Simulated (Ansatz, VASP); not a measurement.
**Sn2Te3Se: VASP beside Ansatz**

INCAR

```
PREC = Accurate ; ENCUT = 600
EDIFF = 1E-7 ; ISMEAR = 0
SIGMA = 0.1 ; LREAL = F
LASPH = T ; NELM = 80
ALGO = Normal ; ISIF = 3
LWAVE = F ; LCHARG = F
GGA = PE ; IBRION = 2
NSW = 90 ; EDIFFG = -0.04
```

File KPOINTS:

```
regular mesh
0
Gamma
  6 6 4
```

File POSCAR:

```
Sn2Te3Se
1.0
    5.6220403785      0.0000000000      0.0000000000
   -2.8110201893      4.8688297889      0.0000000000
    0.0000000000      0.0000000000      6.4978153106
Sn Te Se
2 3 1
Direct
    0.3333333333      0.6666666667      0.5000000000
    0.6666666667      0.3333333333      0.5000000000
    0.3333333333      0.6666666667      0.0000000000
    0.6666666667      0.3333333333      0.0000000000
    0.0000000000      0.0000000000      0.5000000000
    0.0000000000      0.0000000000      0.0000000000
```

Input for Ansatz:

```yaml
crystal:
  lattice:
    - [5.6220403785, 0.0, 0.0]
    - [-2.8110201893, 4.8688297889, 0.0]
    - [0.0, 0.0, 6.4978153106]
  atoms:
    - { symbol: Sn, position: [0.3333333333, 0.6666666667, 0.5] }
    - { symbol: Sn, position: [0.6666666667, 0.3333333333, 0.5] }
    - { symbol: Te, position: [0.3333333333, 0.6666666667, 0.0] }
    - { symbol: Te, position: [0.6666666667, 0.3333333333, 0.0] }
    - { symbol: Te, position: [0.0, 0.0, 0.5] }
    - { symbol: Se, position: [0.0, 0.0, 0.0] }
basis:
  ecutwfc: 420
kpoints:
  mp_grid: { grid: [6, 6, 4] }
hamiltonian:
  xc: pbe
scf:
  occupations: { method: gaussian, width: 0.1 }
  lower_state_search: "off"
output:
  forces: true
  stress: true
  eigenvalues: true
relax:
  adjacent_minimum: "off"
  f_tol: 0.04
  max_steps: 70
  cell: { stress_tol: 0.4 }
```

Alike in both runs: task relaxation of cell and atoms; functional PBE; k mesh 6 × 6 × 4; occupations gaussian, width 0.1 eV; no spin polarisation.

|  | VASP | Ansatz |
| --- | --- | --- |
| version | VASP 6.6.1 | Ansatz 0.2.0 |
| potentials or method | VASP PAW PBE potentials, release 64 (Sn_d, Te, Se), cutoff 600 eV | scalar-relativistic, plane waves, PAW |
| valence electrons in the cell | 52 | 92 |

```csv
,VASP,Ansatz,Ansatz less VASP
"gap on the k mesh at the Fermi level, each at its own relaxed structure (eV)",none,none,-
relaxed volume (Å³/atom),29.19,29.37,+0.186
relaxed length of the cell vector where the two differ most in proportion (Å),5.985,6.025,+0.0400
```

A gap of «none» marks a metal or a gap that the smearing closes. VASP's potentials hold 52 valence electrons a cell and Ansatz's 92, so a difference there can come from the potentials and not from the codes.

Neither program's run includes spin-orbit coupling.
